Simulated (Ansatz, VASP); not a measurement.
## Two plane-wave programs on SrHf

```xyz
2
Lattice="3.7692 0.0000 0.0000 0.0000 3.7692 0.0000 0.0000 0.0000 3.7692" Properties=species:S:1:pos:R:3 pbc="T T T"
Sr    0.0000    0.0000    0.0000
Hf    1.8846    1.8846    1.8846
```

Alike in both runs: task single point; functional PBE; k mesh 6 × 6 × 6; occupations gaussian, width 0.1 eV; no spin polarisation.

|  | VASP | Ansatz |
| --- | --- | --- |
| version | VASP 6.6.1 | Ansatz 0.2.0 |
| potentials or method | VASP PAW PBE potentials, release 64 (Sr_sv, Hf_pv), cutoff 520 eV | scalar-relativistic, plane waves, PAW |
| valence electrons in the cell | 20 | 36 |

|  | VASP | Ansatz | Ansatz less VASP |
| --- | --- | --- | --- |
| gap on the k mesh at the Fermi level (eV) | none | none | - |
| pressure (GPa) | 7.6 | 7.6 | -0.03 |

A gap of «none» marks a metal or a gap that the smearing closes. With one functional, cell and mesh, what is left measures potentials, basis and numerics. VASP's potentials hold 20 valence electrons a cell and Ansatz's 36, so a difference there can come from the potentials and not from the codes.

Neither program's run includes spin-orbit coupling.
